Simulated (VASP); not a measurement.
Write the native input for VASP 6.6.1 that does the following.

```
Task                   : single point
Functional             : LDA
Potentials or basis    : VASP PAW LDA potentials, release 64 (Al, N)
Cutoff                 : 520 eV
k mesh                 : 10 × 10 × 6
Occupations            : fermi-dirac, width 0.05 eV
Spin                   : no spin polarisation
Dipole correction      : no
Further INCAR settings : ALGO = Normal; EDIFF = 1e-06; NBANDS = 16
```

The structure of AlN lies in POSCAR:

```
AlN
1.0
    3.1740547162      0.0000000000      0.0000000000
   -1.5870273581      2.7488120173      0.0000000000
    0.0000000000      0.0000000000      5.0786914685
Al N
2 2
Direct
    0.6666666667      0.3333333333      0.5000000000
    0.3333333333      0.6666666667      0.0000000000
    0.6666666667      0.3333333333      0.8800000000
    0.3333333333      0.6666666667      0.3800000000
```

This cell differs from its parent crystal: volume scaled by 1.06.

The input as run:

INCAR

```
  ALGO = Normal
  EDIFF = 1E-6
  ENCUT = 520
  ISIF = 2
  ISMEAR = -1
  LASPH = True
  LCHARG = False
  LREAL = False
  LWAVE = False
  NBANDS = 16
  NELM = 60
  PREC = Accurate
  SIGMA = 0.05
```

KPOINTS

```
k-points
0
Gamma
  10 10 6
```

Potentials or basis: VASP PAW LDA potentials, release 64 (Al, N).

The run is started by

```bash
$ cat potpaw_LDA.64/Al/POTCAR potpaw_LDA.64/N/POTCAR > POTCAR
$ mpirun -np 1 vasp_std > vasp.out
```

It gave:

```
Pressure               : -14.3 GPa
Largest force          : 0.079 eV/Å
Band gap on the k mesh : 3.74 eV, direct
```

Wall time 82 s on 1 thread of AMD EPYC 7R13, on a shared host, peak memory 0.12 GiB.
